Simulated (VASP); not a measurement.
Here is a VASP 6.6.1 calculation.

File INCAR:

```
PREC = Accurate ; ENCUT = 520
EDIFF = 1E-6 ; ISMEAR = 0
SIGMA = 0.05 ; LREAL = Auto
LASPH = T ; NELM = 80
ALGO = Normal ; ISIF = 2
LWAVE = F ; LCHARG = F
GGA = PS ; IBRION = 2
NSW = 80 ; EDIFFG = -0.03
```

Contents of KPOINTS:

```
Automatic mesh
0
Gamma
  2 2 2
```

File POSCAR:

```
Si16Ge
1.0
    0.0000000000      5.4300000000      5.4300000000
    5.4300000000      0.0000000000      5.4300000000
    5.4300000000      5.4300000000      0.0000000000
Si Ge
16 1
Direct
    0.0000000000      0.0000000000      0.0000000000
    0.1250000000      0.1250000000      0.1250000000
    0.0000000000      0.0000000000      0.5000000000
    0.1250000000      0.1250000000      0.6250000000
    0.0000000000      0.5000000000      0.0000000000
    0.1250000000      0.6250000000      0.1250000000
    0.0000000000      0.5000000000      0.5000000000
    0.1250000000      0.6250000000      0.6250000000
    0.5000000000      0.0000000000      0.0000000000
    0.6250000000      0.1250000000      0.1250000000
    0.5000000000      0.0000000000      0.5000000000
    0.6250000000      0.1250000000      0.6250000000
    0.5000000000      0.5000000000      0.0000000000
    0.6250000000      0.6250000000      0.1250000000
    0.5000000000      0.5000000000      0.5000000000
    0.6250000000      0.6250000000      0.6250000000
    0.7441264700      0.7557255900      0.7607742600
```

Potentials or basis: VASP PAW PBE potentials, release 64 (Si, Ge_d).

The run is started by

```sh
$ cat potpaw_PBE.64/Si/POTCAR potpaw_PBE.64/Ge_d/POTCAR > POTCAR
$ mpirun -np 1 vasp_std > vasp.out
```

**Question.** Estimate the energy gained by relaxing.

**Answer.** 21.2 meV/atom.

**Question.** What does it give for the band gap on the k mesh?

**Answer.** Zero (bands 39 and 40 overlap by 0.31 eV).

Forces in eV/Å, atoms in the order of the input:
```
Si   0.000 -0.001  0.001
Si   0.002 -0.006 -0.008
Si   0.000  0.007 -0.003
Si   0.007  0.000  0.005
Si   0.000 -0.003  0.006
Si   0.009  0.005 -0.002
Si   0.012 -0.001 -0.003
Si  -0.002  0.004  0.003
Si   0.000  0.002  0.001
Si   0.005  0.008  0.005
Si  -0.003  0.007 -0.010
Si   0.005  0.000  0.000
Si  -0.004 -0.009  0.007
Si  -0.004 -0.009  0.009
Si  -0.021 -0.005 -0.009
Si   0.005  0.004  0.003
Ge  -0.011 -0.003 -0.006
```

Caveat: the k points lie up to 0.50 Å⁻¹ apart; the PAW data sets were made with another functional, which shifts forces and pressure a little.
